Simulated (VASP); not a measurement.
Input of a VASP 6.6.1 run:

Contents of INCAR:

```
SYSTEM = B
ALGO = Normal ; EDIFF = 1E-7
ENCUT = 520 ; GGA = PE
ISIF = 2 ; ISMEAR = 0
LASPH = .True. ; LCHARG = .False.
LREAL = .False. ; LWAVE = .False.
NBANDS = 18 ; NELM = 60
PREC = Accurate ; SIGMA = 0.2
```

File KPOINTS:

```
k-points
0
Gamma
  8 8 4
  0 0 0
```

Contents of POSCAR:

```
B
1.0
    0.4774240795      2.8103359892     -0.4155273306
   -0.4750280230     -0.4104137466      2.8115474444
    5.6302748568      0.9226805387     -0.9297828309
B
6
Direct
    0.4572388914      0.6045356265     -0.0374519011
    0.3954620801      0.5427596482      0.4625576779
    0.0043147571      0.5418204019      0.2745205959
    0.0805132921      0.3957066954      0.7629266241
    0.6042636395     -0.0805033682      0.2629301944
    0.4582073398     -0.0043190037      0.7745168087
```

Potentials or basis: VASP PAW PBE potentials, release 64 (B).

Launch:

```sh
$ cat potpaw_PBE.64/B/POTCAR > POTCAR
$ mpirun -np 1 vasp_std > vasp.out
```

Problem. What does it give for the band gap on the k mesh?

Solution. Zero (bands 9 and 10 overlap by 6.67 eV).

Problem. What does it give for the largest force?

Solution. 0.014 eV/Å.

Problem. What does it give for the pressure?

Solution. 0.1 GPa.

Stress tensor (GPa, compression positive):
```
 0.09  0.04 -0.05
 0.04  0.10 -0.06
-0.05 -0.06  0.08
```
